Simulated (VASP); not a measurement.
Here is a VASP 6.6.1 calculation.

Contents of INCAR:

```
  PREC = Accurate
  ENCUT = 600
  EDIFF = 1E-7
  ISMEAR = 0
  SIGMA = 0.1
  LREAL = F
  LASPH = T
  NELM = 80
  ALGO = Normal
  ISIF = 3
  LWAVE = F
  LCHARG = F
  GGA = PE
  IBRION = 2
  NSW = 100
  EDIFFG = -0.01
```

The input KPOINTS:

```
Automatic mesh
0
Gamma
  10 10 8
```

POSCAR

```
SnSe2
1.0
    5.2671946761      0.0000000000      0.0000000000
    0.0000000000      5.2671946761      0.0000000000
    0.0000000000      0.0000000000      6.0481081502
Sn Se
1 2
Direct
    0.0000000000      0.0000000000      0.5000000000
    0.5000000000      0.0000000000      0.5000000000
    0.0000000000      0.5000000000      0.5000000000
```

Potentials or basis: VASP PAW PBE potentials, release 64 (Sn_d, Se).

The run is started by

```sh
$ cat potpaw_PBE.64/Sn_d/POTCAR potpaw_PBE.64/Se/POTCAR > POTCAR
$ mpirun -np 1 vasp_std > vasp.out
```

(1) Estimate the band gap on the k mesh.

## Answers

(1) zero (bands 13 and 14 overlap by 1.02 eV).

Caveat: spin-orbit coupling is left out, which moves the levels of the heavy elements.
